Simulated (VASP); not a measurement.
Set up this calculation in VASP 6.6.1, as the native input.

```yaml
Task: single point
Functional: LDA
Potentials_or_basis: VASP PAW LDA potentials, release 64 (Hf_pv, B)
Cutoff: 500 eV
k_mesh: 8 × 8 × 7
Occupations: gaussian, width 0.05 eV
Spin: no spin polarisation
Dipole_correction: no
Further_INCAR_settings: ALGO = Normal; EDIFF = 1e-06; NBANDS = 15
```

The structure of HfB2 lies in POSCAR:

```
HfB2
1.0
    3.1043533733      0.0000000000      0.0000000000
   -1.5521766866      2.6884488836      0.0000000000
    0.0000000000      0.0000000000      3.4189775270
Hf B
1 2
Direct
    0.0000000000      0.0000000000      0.0000000000
    0.3333333333      0.6666666667      0.5000000000
    0.6666666667      0.3333333333      0.5000000000
```

These files were run (other wordings do the same):

INCAR

```
  PREC = Accurate
  ENCUT = 500
  EDIFF = 1E-6
  ISMEAR = 0
  SIGMA = 0.05
  LREAL = False
  LASPH = True
  NELM = 120
  ALGO = Normal
  ISIF = 2
  LWAVE = False
  LCHARG = False
  NBANDS = 15
  GGA_COMPAT = False
```

KPOINTS

```
Automatic mesh
0
Gamma
  8 8 7
```

Potentials or basis: VASP PAW LDA potentials, release 64 (Hf_pv, B).

Command:

```sh
$ cat potpaw_LDA.64/Hf_pv/POTCAR potpaw_LDA.64/B/POTCAR > POTCAR
$ mpirun -np 1 vasp_std > vasp.out
```

It gave:

- Pressure: 0.7 GPa
- Band gap on the k mesh: zero (band 8 reaches 8.62 eV, above the bottom of band 9 at 8.24 eV)

Caveat: spin-orbit coupling is left out, which moves the levels of the heavy elements.

Wall time 6.6 s on 1 thread of Intel(R) Xeon(R) 6975P-C (Granite Rapids), on a shared host, peak memory 0.14 GiB.
